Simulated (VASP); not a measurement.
# TiO2 (I4_1/amd) in VASP: a series of runs

The runs below take TiO2 through single point, with PBE.

Program: VASP 6.6.1. These are calculated values, not measurements. Logs are shortened: lines on timing, memory, paths and dates and some standing lists are left out, and cuts for length are marked.

## (1) The cell of the first run

The structure is tetragonal, space group I4_1/amd (No. 141). Conventional cell: a = 3.778 Å, b = 3.778 Å, c = 9.871 Å, α = 90.00°, β = 90.00°, γ = 90.00°. Ti (site symmetry -4m2) has 6 O at 1.94 to 2.01 Å within 2.6 Å. O (site symmetry 2mm) has 3 Ti at 1.94 to 2.01 Å and 2 O at 2.45 Å within 2.6 Å.

## (2) Single point, PBE (uniaxial z strain +3.0%)

The input, INCAR:

```
PREC = Accurate ; ENCUT = 520
EDIFF = 1E-6 ; ISMEAR = -1
SIGMA = 0.02 ; LREAL = F
LASPH = T ; NELM = 100
ALGO = Normal ; ISIF = 2
LWAVE = F ; LCHARG = T
GGA = PE ; LELF = T
LVHAR = T ; NBANDS = 33
```

The input, KPOINTS:

```
Automatic mesh
0
Gamma
  10 10 10
```

The input, POSCAR:

```
TiO2
1.0
   -1.8888988106      1.8888988106      4.9354669616
    1.8888988106     -1.8888988106      4.9354669616
    1.8888988106      1.8888988106     -4.9354669616
Ti O
2 4
Direct
    0.7500000000      0.2500000000      0.5000000000
    0.0000000000      0.0000000000      0.0000000000
    0.5460514907      0.0460514907      0.5000000000
    0.7960514907      0.7960514907      0.0000000000
    0.2039485093      0.2039485093      0.0000000000
    0.9539485093      0.4539485093      0.5000000000
```

Potentials or basis: VASP PAW PBE potentials, release 64 (Ti_sv, O).

Run with:

```sh
$ cat potpaw_PBE.64/Ti_sv/POTCAR potpaw_PBE.64/O/POTCAR > POTCAR
$ mpirun -np 1 vasp_std > vasp.out
```

OUTCAR:

```text
PREC = Accurate
   ENCUT = 520
   EDIFF = 1E-6
   ISMEAR = -1
   LREAL = F
   LASPH = T
   NELM = 100
   ISIF = 2
   GGA = PE

 ion  position               nearest neighbor table
   1  0.750  0.250  0.500-   4 1.94   5 1.94   4 1.94   5 1.94   3 2.01   6 2.01
   2  0.000  0.000  0.000-   3 1.94   6 1.94   3 1.94   6 1.94   5 2.01   4 2.01
   3  0.546  0.046  0.500-   2 1.94   2 1.94   1 2.01
   4  0.796  0.796  0.000-   1 1.94   1 1.94   2 2.01
   5  0.204  0.204  0.000-   1 1.94   1 1.94   2 2.01
   6  0.954  0.454  0.500-   2 1.94   2 1.94   1 2.01

  LATTYP: Found a body centered tetragonal cell.
 ALAT       =     3.7777976212
 C/A-ratio  =     2.6128805492

  Lattice vectors:

 A1 = (  -1.8888988106,   1.8888988106,   4.9354669616)
 A2 = (   1.8888988106,  -1.8888988106,   4.9354669616)
 A3 = (   1.8888988106,   1.8888988106,  -4.9354669616)

Analysis of symmetry for initial positions (statically):
=====================================================================
 Subroutine PRICEL returns:
 Original cell was already a primitive cell.

 Routine SETGRP: Setting up the symmetry group for a
 body centered tetragonal supercell.

 Subroutine GETGRP returns: Found 16 space group operations
 (whereof  8 operations were pure point group operations)
 out of a pool of 16 trial point group operations.

The static configuration has the point symmetry D_2d.
 The point group associated with its full space group is D_4h.

Analysis of symmetry for dynamics (positions and initial velocities):
=====================================================================
 Subroutine PRICEL returns:
 Original cell was already a primitive cell.

 Routine SETGRP: Setting up the symmetry group for a
 body centered tetragonal supercell.

 Subroutine GETGRP returns: Found 16 space group operations
 (whereof  8 operations were pure point group operations)
 out of a pool of 16 trial point group operations.

The dynamic configuration has the point symmetry D_2d.
 The point group associated with its full space group is D_4h.

 Subroutine INISYM returns: Found 16 space group operations
 (whereof  8 operations are pure point group operations),
 and found     1 'primitive' translations

----------------------------------------------------------------------------------------

                                     Primitive cell
[... 94 lines left out ...]
   LNONCOLLINEAR =      F non collinear calculations
   LSORBIT =      F    spin-orbit coupling
   LASPH  =      T    aspherical Exc in radial PAW
   ENCUT  =  520.0 eV  38.22 Ry    6.18 a.u.  10.43 10.43 10.43*2*pi/ulx,y,z
   NELM   =    100;   NELMIN=  2; NELMDL= -5     # of ELM steps
   EDIFF  = 0.1E-05   stopping-criterion for ELM
   LREAL  =      F    real-space projection
   EDIFFG = 0.1E-04   stopping-criterion for IOM
   NSW    =      0    number of steps for IOM
   IBRION =     -1    ionic relax: 0-MD 1-quasi-New 2-CG
   NFREE  =      0    steps in history (QN), initial steepest desc. (CG)
   ISIF   =      2    stress and relaxation
   ISYM   =      2    0-nonsym 1-usesym 2-fastsym
   POTIM  = 0.5000    time-step for ionic-motion
   TEBEG  =    0.0;   TEEND  =   0.0 temperature during run
   PSTRESS=    0.0 pullay stress
   NELECT =      48.0000    total number of electrons
   NUPDOWN=      -1.0000    fix difference up-down
   EMIN   =  10.00;   EMAX   =-10.00  energy-range for DOS
   EFERMI =   0.00;   METHOD = LEGACY
   ISMEAR =    -1;   SIGMA  =   0.02  broadening in eV -4-tet -1-fermi 0-gaus
   EFERMI_NEDOS =   21; number of points for ismear=-14 and -15
   IALGO  =     38    algorithm
   IMIX   =      4    mixing-type and parameters
     AMIX     =   0.40;   BMIX     =  1.00
     AMIX_MAG =   1.60;   BMIX_MAG =  1.00
  volume/ion in A,a.u.               =      11.74        79.22
  Fermi-wavevector in a.u.,A,eV,Ry     =   1.440633  2.722402 28.237851  2.075424
  Thomas-Fermi vector in A             =   2.559355
   LORBIT       =      0    0 simple, 1 ext, 2 COOP (PROOUT), +10 PAW based schemes
   GGA     = PE    functional components
[... 5 lines left out ...]
 non-spin polarized calculation
  energy-cutoff  :      520.00
  volume of cell :       70.44
 maximum number of plane-waves:      1909
 NGX is ok and might be reduce to    42
   NGX = 21   NGY = 21   NGZ = 21

 number of electron      47.9999997 magnetization

 Free energy of the ion-electron system (eV)
  ---------------------------------------------------
  ext. energy  EPLUGINS =         0.00000000
  ---------------------------------------------------
  free energy    TOTEN  =       -53.85838366 eV

  energy without entropy =      -53.85838366  energy(sigma->0) =      -53.85838366

 E-fermi :   3.4666     XC(G=0): -10.5503

 val. band max:        3.0638750060   @ k =  -0.4000   0.4000   0.0000
 cond. band min:       5.2619795965   @ k =   0.0000   0.0000   0.0000
 fundamental gap:      2.1981045906
 Fermi energy:         3.4665822952

 k-point     1 :       0.0000    0.0000    0.0000
  band No.  band energies     occupation
      1     -53.3486      2.00000
      2     -53.3022      2.00000
      3     -29.7702      2.00000
      4     -29.5562      2.00000
      5     -29.5562      2.00000
      6     -29.5009      2.00000
[... 853 lines left out ...]
     32       9.2676      0.00000
     33      10.2093      0.00000

 [... further k-points ...]

------------------------ aborting loop because EDIFF is reached ----------------------------------------

  FORCE on cell =-STRESS in cart. coord.  units (eV):
  Direction    XX          YY          ZZ          XY          YZ          ZX
  --------------------------------------------------------------------------------------
  -------------------------------------------------------------------------------------
  Total        0.3162265      0.3162265     -0.1618697      0.0000000      0.0000000      0.0000000
  in kB        7.1928863      7.1928863     -3.6818867      0.0000000      0.0000000      0.0000000
  external PRESSURE =       3.5679620 kB  Pullay stress =       0.0000000 kB

 VOLUME and BASIS-vectors are now :
 -----------------------------------------------------------------------------
  energy-cutoff  :      520.00
  volume of cell :       70.44
      direct lattice vectors                 reciprocal lattice vectors
    -1.888898811  1.888898811  4.935466962     0.000000000  0.264704492  0.101307537
     1.888898811 -1.888898811  4.935466962     0.264704492  0.000000000  0.101307537
     1.888898811  1.888898811 -4.935466962     0.264704492  0.264704492  0.000000000

 POSITION                                       TOTAL-FORCE (eV/Angst)
 -----------------------------------------------------------------------------------
     -0.00000      1.88890      2.46773         0.000000      0.000000     -0.000000
      0.00000      0.00000      0.00000         0.000000      0.000000      0.000000
      0.00000      1.88890      0.45457         0.000000     -0.000000     -0.084289
      0.00000      0.00000      7.85777        -0.000000      0.000000     -0.084289
      0.00000      0.00000      2.01316        -0.000000      0.000000      0.084289
     -0.00000      1.88890      4.48090         0.000000     -0.000000      0.084289
 -----------------------------------------------------------------------------------
    total drift:                                0.000000     -0.000000      0.000000

  FREE ENERGIE OF THE ION-ELECTRON SYSTEM (eV)
  ---------------------------------------------------
  free  energy   TOTEN  =       -53.8583836580 eV

  energy  without entropy=      -53.8583836580  energy(sigma->0) =      -53.85838366
```

It took 7.2 min on 1 thread of Intel Xeon 6975P-C, shared host; peak memory 0.38 GiB.

Results:

- Free energy: -53.8584 eV
- Pressure: 0.4 GPa
- Largest force: 0.084 eV/Å
- Band gap on the k mesh: 2.20 eV, indirect (least direct gap 2.44 eV)

Forces in eV/Å, atoms in the order of the input:
```
Ti   0.000  0.000  0.000
Ti   0.000  0.000  0.000
O    0.000  0.000 -0.084
O    0.000  0.000 -0.084
O    0.000  0.000  0.084
O    0.000  0.000  0.084
```

Caveat: the cell differs from its parent crystal (uniaxial z strain +3.0%).

## (3) Single point, PBE (uniaxial z strain +4.0%)

The input, INCAR:

```
SYSTEM = TiO2
PREC = Accurate ; ENCUT = 520
EDIFF = 1E-6 ; ISMEAR = -1
SIGMA = 0.02 ; LREAL = .False.
LASPH = .True. ; NELM = 60
ALGO = Normal ; ISIF = 2
LWAVE = .False. ; LCHARG = .True.
GGA = PE ; LELF = .True.
LVHAR = .True. ; NBANDS = 33
```

The input, KPOINTS:

```
Automatic mesh
0
Gamma
  10 10 10
  0 0 0
```

The input, POSCAR:

```
TiO2
1.0
   -1.8888988106      1.8888988106      4.9833841166
    1.8888988106     -1.8888988106      4.9833841166
    1.8888988106      1.8888988106     -4.9833841166
Ti O
2 4
Direct
    0.7500000000      0.2500000000      0.5000000000
    0.0000000000      0.0000000000      0.0000000000
    0.5470377694      0.0470377694      0.5000000000
    0.7970377694      0.7970377694      0.0000000000
    0.2029622306      0.2029622306      0.0000000000
    0.9529622306      0.4529622306      0.5000000000
```

Potentials or basis: VASP PAW PBE potentials, release 64 (Ti_sv, O).

Run with:

```sh
$ cat potpaw_PBE.64/Ti_sv/POTCAR potpaw_PBE.64/O/POTCAR > POTCAR
$ mpirun -np 1 vasp_std > vasp.out
```

Run time: 7.1 min. Hardware: 1 thread of Intel Xeon 6975P-C, shared host; peak memory 0.38 GiB.

The run converged. Its results:

| Quantity | Value |
| --- | --- |
| Free energy | -53.8505 eV |
| Pressure | -1.2 GPa |
| Largest force | 0.077 eV/Å |
| Band gap on the k mesh | 2.21 eV, indirect (least direct gap 2.44 eV) |

Forces on the atoms (eV/Å):
```
Ti   0.000  0.000  0.000
Ti   0.000  0.000  0.000
O    0.000  0.000 -0.077
O    0.000  0.000 -0.077
O    0.000  0.000  0.077
O    0.000  0.000  0.077
```

Stress tensor (GPa, compression positive):
```
-0.68  0.00  0.00
 0.00 -0.68  0.00
 0.00  0.00 -2.32
```

Levels at points of the mesh, in eV from the valence-band top:
| k point | band 22 | band 23 | band 24 | band 25 | band 26 | band 27 |
| --- | --- | --- | --- | --- | --- | --- |
| (0.00, 0.00, 0.00) | -0.80 | -0.33 | -0.33 | 2.21 | 2.79 | 4.14 |
| (0.50, 0.00, 0.00) | -0.81 | -0.77 | -0.63 | 3.28 | 3.45 | 3.46 |
| (0.50, 0.50, 0.00) | -1.85 | -0.07 | -0.07 | 3.14 | 3.14 | 3.62 |
| (0.50, 0.50, 0.50) | -1.17 | -0.04 | -0.04 | 2.50 | 2.50 | 3.80 |

Caveat: the cell differs from its parent crystal (uniaxial z strain +4.0%). A k mesh can miss the band edges.
